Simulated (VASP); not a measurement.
# TiAsS4 (F-43m) in VASP: single point with PBE

Aim: the single point of TiAsS4 with PBE.

Program: VASP 6.6.1. These are calculated values, not measurements. Logs are shortened: lines on timing, memory, paths and dates and some standing lists are left out, and cuts for length are marked.

## 1. The cell of the first run

It takes space group F-43m (No. 216, cubic). The conventional cell has a = 8.334 Å, b = 8.334 Å, c = 8.334 Å, α = 90.00°, β = 90.00°, γ = 90.00°. Within 4.5 Å of Ti (site symmetry -43m) lie 12 S at 3.46 Å and 4 As at 3.61 Å. As (site symmetry -43m) has 12 S at 3.46 Å and 4 Ti at 3.61 Å within 4.5 Å. S (site symmetry 3m) has 6 S at 2.95 Å and 3 Ti at 3.46 Å and 3 As at 3.46 Å within 3.9 Å.

The cell was built from a structure type or drawn by symmetry, and may not be a known phase.

## 2. Single point, PBE, collinear spin

File INCAR:

```
SYSTEM = TiAsS4
PREC = Accurate
ENCUT = 520
EDIFF = 1E-6
ISMEAR = 0
SIGMA = 0.1
LREAL = .False.
LASPH = .True.
NELM = 150
ALGO = Normal
ISIF = 2
LWAVE = .False.
LCHARG = .False.
ISPIN = 2
MAGMOM = 1 0 0 0 0 0
LORBIT = 11
LMAXMIX = 4
GGA = PE
NBANDS = 34
```

File KPOINTS:

```
regular mesh
0
Gamma
  4 4 4
  0 0 0
```

File POSCAR:

```
TiAsS4
1.0
    0.0000000000      4.1668873100      4.1668873100
    4.1668873100      0.0000000000      4.1668873100
    4.1668873100      4.1668873100      0.0000000000
Ti As S
1 1 4
Direct
    0.7500000000      0.7500000000      0.7500000000
    0.0000000000      0.0000000000      0.0000000000
    0.3750000000      0.3750000000      0.8750000000
    0.3750000000      0.8750000000      0.3750000000
    0.8750000000      0.3750000000      0.3750000000
    0.3750000000      0.3750000000      0.3750000000
```

Potentials or basis: VASP PAW PBE potentials, release 64 (Ti_sv, As, S).

Launch:

```
> cat potpaw_PBE.64/Ti_sv/POTCAR potpaw_PBE.64/As/POTCAR potpaw_PBE.64/S/POTCAR > POTCAR
> mpirun -np 1 vasp_std > vasp.out
```

OUTCAR:

```text
SYSTEM = TiAsS4
   PREC = Accurate
   ENCUT = 520
   EDIFF = 1E-6
   ISMEAR = 0
   LREAL = .False.
   LASPH = .True.
   NELM = 150
   ISIF = 2
   ISPIN = 2
   LORBIT = 11
   GGA = PE

 ion  position               nearest neighbor table
   1  0.750  0.750  0.750-
   2  0.000  0.000  0.000-
   3  0.375  0.375  0.875-
   4  0.375  0.875  0.375-
   5  0.875  0.375  0.375-
   6  0.375  0.375  0.375-

  LATTYP: Found a face centered cubic cell.
 ALAT       =     8.3337746200

  Lattice vectors:

 A1 = (   0.0000000000,   4.1668873100,   4.1668873100)
 A2 = (   4.1668873100,   0.0000000000,   4.1668873100)
 A3 = (   4.1668873100,   4.1668873100,   0.0000000000)

Analysis of symmetry for initial positions (statically):
=====================================================================
 Subroutine PRICEL returns:
 Original cell was already a primitive cell.

 Routine SETGRP: Setting up the symmetry group for a
 face centered cubic supercell.

 Subroutine GETGRP returns: Found 24 space group operations
 (whereof 24 operations were pure point group operations)
 out of a pool of 48 trial point group operations.

The static configuration has the point symmetry T_d .

Analysis of symmetry for dynamics (positions and initial velocities):
=====================================================================
 Subroutine PRICEL returns:
 Original cell was already a primitive cell.

 Routine SETGRP: Setting up the symmetry group for a
 face centered cubic supercell.

 Subroutine GETGRP returns: Found 24 space group operations
 (whereof 24 operations were pure point group operations)
 out of a pool of 48 trial point group operations.

The dynamic configuration has the point symmetry T_d .

Analysis of structural, dynamic, and magnetic symmetry:
=====================================================================
 Subroutine PRICEL returns:
 Original cell was already a primitive cell.

 Routine SETGRP: Setting up the symmetry group for a
 face centered cubic supercell.

 Subroutine GETGRP returns: Found 24 space group operations
 (whereof 24 operations were pure point group operations)
 out of a pool of 48 trial point group operations.

The overall configuration has the point symmetry T_d .

 Subroutine INISYM returns: Found 24 space group operations
 (whereof 24 operations are pure point group operations),
 and found     1 'primitive' translations

----------------------------------------------------------------------------------------

                                     Primitive cell

  volume of cell :     144.6989

  direct lattice vectors                    reciprocal lattice vectors
     0.000000000  4.166887310  4.166887310    -0.119993646  0.119993646  0.119993646
     4.166887310  0.000000000  4.166887310     0.119993646 -0.119993646  0.119993646
     4.166887310  4.166887310  0.000000000     0.119993646  0.119993646 -0.119993646

  length of vectors
     5.892868547  5.892868547  5.892868547     0.207835091  0.207835091  0.207835091

  position of ions in fractional coordinates (direct lattice)
     0.750000000  0.750000000  0.750000000
     0.000000000  0.000000000  0.000000000
     0.375000000  0.375000000  0.875000000
     0.375000000  0.875000000  0.375000000
     0.875000000  0.375000000  0.375000000
     0.375000000  0.375000000  0.375000000

  ion indices of the primitive-cell ions
   primitive index   ion index
                 1           1
                 2           2
                 3           3
                 4           4
                 5           5
                 6           6

----------------------------------------------------------------------------------------

 KPOINTS: regular mesh

Automatic generation of k-mesh.
 Grid dimensions read from file:
 generate k-points for:    4    4    4

 Generating k-lattice:

  Cartesian coordinates                     Fractional coordinates (reciprocal lattice)
    -0.029998411  0.029998411  0.029998411     0.250000000  0.000000000  0.000000000
     0.029998411 -0.029998411  0.029998411     0.000000000  0.250000000  0.000000000
     0.029998411  0.029998411 -0.029998411     0.000000000  0.000000000  0.250000000

  Length of vectors
     0.051958773  0.051958773  0.051958773

  Shift w.r.t. Gamma in fractional coordinates (k-lattice)
     0.000000000  0.000000000  0.000000000

 Subroutine IBZKPT returns following result:
 ===========================================

 Found      8 irreducible k-points:

 Following reciprocal coordinates:
            Coordinates               Weight
  0.000000  0.000000  0.000000      1.000000
  0.250000  0.000000  0.000000      8.000000
  0.500000  0.000000  0.000000      4.000000
  0.250000  0.250000  0.000000      6.000000
  0.500000  0.250000  0.000000     24.000000
 -0.250000  0.250000  0.000000     12.000000
  0.500000  0.500000  0.000000      3.000000
 -0.250000  0.500000  0.250000      6.000000
   k-points           NKPTS =      8   k-points in BZ     NKDIM =      8   number of bands    NBANDS=     34
   number of dos      NEDOS =    301   number of ions     NIONS =      6
   total plane-waves  NPLWV = 110592
   dimension x,y,z NGX =    48 NGY =   48 NGZ =   48
   dimension x,y,z NGXF=    96 NGYF=   96 NGZF=   96
   ions per type =               1   1   4
   NGX,Y,Z   is equivalent  to a cutoff of  13.54, 13.54, 13.54 a.u.
   NGXF,Y,Z  is equivalent  to a cutoff of  27.08, 27.08, 27.08 a.u.
 SYSTEM =  TiAsS4
   PREC   = accura    normal or accurate (medium, high low for compatibility)
   ISTART =      0    job   : 0-new  1-cont  2-samecut
   ICHARG =      2    charge: 1-file 2-atom 10-const
   ISPIN  =      2    spin polarized calculation?
   LNONCOLLINEAR =      F non collinear calculations
   LSORBIT =      F    spin-orbit coupling
   LASPH  =      T    aspherical Exc in radial PAW
   ENCUT  =  520.0 eV  38.22 Ry    6.18 a.u.  10.96 10.96 10.96*2*pi/ulx,y,z
   NELM   =    150;   NELMIN=  2; NELMDL= -5     # of ELM steps
   EDIFF  = 0.1E-05   stopping-criterion for ELM
   LREAL  =      F    real-space projection
   EDIFFG = 0.1E-04   stopping-criterion for IOM
   NSW    =      0    number of steps for IOM
   IBRION =     -1    ionic relax: 0-MD 1-quasi-New 2-CG
   NFREE  =      0    steps in history (QN), initial steepest desc. (CG)
   ISIF   =      2    stress and relaxation
   ISYM   =      2    0-nonsym 1-usesym 2-fastsym
   POTIM  = 0.5000    time-step for ionic-motion
   TEBEG  =    0.0;   TEEND  =   0.0 temperature during run
   PSTRESS=    0.0 pullay stress
   NELECT =      41.0000    total number of electrons
   NUPDOWN=      -1.0000    fix difference up-down
   EMIN   =  10.00;   EMAX   =-10.00  energy-range for DOS
   EFERMI =   0.00;   METHOD = LEGACY
   ISMEAR =     0;   SIGMA  =   0.10  broadening in eV -4-tet -1-fermi 0-gaus
   EFERMI_NEDOS =   21; number of points for ismear=-14 and -15
   IALGO  =     38    algorithm
   IMIX   =      4    mixing-type and parameters
     AMIX     =   0.40;   BMIX     =  1.00
     AMIX_MAG =   1.60;   BMIX_MAG =  1.00
  volume/ion in A,a.u.               =      24.12       162.75
  Fermi-wavevector in a.u.,A,eV,Ry     =   1.075262  2.031951 15.730902  1.156189
  Thomas-Fermi vector in A             =   2.211114
   LORBIT       =     11    0 simple, 1 ext, 2 COOP (PROOUT), +10 PAW based schemes
   GGA     = PE    functional components
   LHFCALC =     F    Hartree Fock is set to
   AEXX    =    0.0000 exact exchange contribution
   IVDW    =     0    specifies the selected vdW correction
   LEPSILON=     F    determine dielectric tensor
   LRPA    =     F    only Hartree local field effects (RPA)
 spin polarized calculation
 Gauss-broadening in eV      SIGMA  =   0.10
  energy-cutoff  :      520.00
  volume of cell :      144.70
 maximum number of plane-waves:      3897
 NGX is ok and might be reduce to    48
   NGX = 21   NGY = 21   NGZ = 21

 number of electron      40.9999991 magnetization       0.1229161

 Free energy of the ion-electron system (eV)
  ---------------------------------------------------
  ext. energy  EPLUGINS =         0.00000000
  ---------------------------------------------------
  free energy    TOTEN  =       -21.71478596 eV

  energy without entropy =      -21.63541239  energy(sigma->0) =      -21.67509918

 E-fermi :   3.7669     XC(G=0):  -9.4085

 val. band max:        3.7524428003   @ k =   0.5000   0.2500   0.0000
 cond. band min:       3.7680317373   @ k =   0.5000   0.2500   0.0000
 fundamental gap:      0.0155889370
 Fermi energy:         3.7669428173

 spin component 1

 k-point     1 :       0.0000    0.0000    0.0000
  band No.  band energies     occupation
      1     -54.5390      1.00000
      2     -30.7602      1.00000
      3     -30.7602      1.00000
      4     -30.7602      1.00000
      5     -10.3055      1.00000
      6      -7.6328      1.00000
[... 269 lines left out ...]
     31       8.9237      0.00000
     32      10.1358      0.00000
 Fermi energy:         3.7669428173

 spin component 2

 k-point     1 :       0.0000    0.0000    0.0000
  band No.  band energies     occupation
      1     -54.5528      1.00000
      2     -30.7740      1.00000
      3     -30.7740      1.00000
      4     -30.7740      1.00000
      5     -10.2846      1.00000
      6      -7.6098      1.00000
[... 269 lines left out ...]
     31       8.9321      0.00000
     32      10.1399      0.00000
 [bands above 32 left out]

------------------------ aborting loop because EDIFF is reached ----------------------------------------

  FORCE on cell =-STRESS in cart. coord.  units (eV):
  Direction    XX          YY          ZZ          XY          YZ          ZX
  --------------------------------------------------------------------------------------
  -------------------------------------------------------------------------------------
  Total      -11.9216830    -11.9216830    -11.9216830      0.0000000      0.0000000      0.0000000
  in kB     -132.0027226   -132.0027226   -132.0027226      0.0000000      0.0000000      0.0000000
  external PRESSURE =    -132.0027226 kB  Pullay stress =       0.0000000 kB

 VOLUME and BASIS-vectors are now :
 -----------------------------------------------------------------------------
  energy-cutoff  :      520.00
  volume of cell :      144.70
      direct lattice vectors                 reciprocal lattice vectors
     0.000000000  4.166887310  4.166887310    -0.119993646  0.119993646  0.119993646
     4.166887310  0.000000000  4.166887310     0.119993646 -0.119993646  0.119993646
     4.166887310  4.166887310  0.000000000     0.119993646  0.119993646 -0.119993646

 POSITION                                       TOTAL-FORCE (eV/Angst)
 -----------------------------------------------------------------------------------
      6.25033      6.25033      6.25033         0.000000     -0.000000      0.000000
      0.00000      0.00000      0.00000         0.000000     -0.000000      0.000000
      5.20861      5.20861      3.12517        -0.036162     -0.036162      0.036162
      5.20861      3.12517      5.20861        -0.036162      0.036162     -0.036162
      3.12517      5.20861      5.20861         0.036162     -0.036162     -0.036162
      3.12517      3.12517      3.12517         0.036162      0.036162      0.036162
 -----------------------------------------------------------------------------------
    total drift:                                0.000000      0.000000      0.000000

  FREE ENERGIE OF THE ION-ELECTRON SYSTEM (eV)
  ---------------------------------------------------
  free  energy   TOTEN  =       -21.7147859647 eV

  energy  without entropy=      -21.6354123859  energy(sigma->0) =      -21.67509918

 total charge

# of ion       s       p       d       tot
------------------------------------------
    1        2.080   5.968   1.779   9.827
    2        1.342   1.124   0.012   2.478
    3        1.425   2.052   0.000   3.477
    4        1.425   2.052   0.000   3.477
    5        1.425   2.052   0.000   3.477
    6        1.425   2.052   0.000   3.477
--------------------------------------------------
tot          9.122  15.301   1.791  26.214

 magnetization (x)

# of ion       s       p       d       tot
------------------------------------------
    1       -0.000   0.000  -0.013  -0.013
    2        0.000   0.022   0.000   0.023
    3        0.001   0.014   0.000   0.015
    4        0.001   0.014   0.000   0.015
    5        0.001   0.014   0.000   0.015
    6        0.001   0.014   0.000   0.015
--------------------------------------------------
tot          0.002   0.079  -0.013   0.069
```

It took 2.7 min on 1 thread of Intel Xeon Platinum 8488C (Sapphire Rapids), shared host; peak memory 0.42 GiB.

Results:

- Free energy: -21.7148 eV
- Pressure: -13.2 GPa
- Net moment: 0.12 μB per cell
- Site moments: Ti -0.01; As +0.02; S +0.01 μB
- Valence electrons inside the program's atomic spheres: Ti 9.83; As 2.48; S 3.48

Caveat: the cell stands under tension.
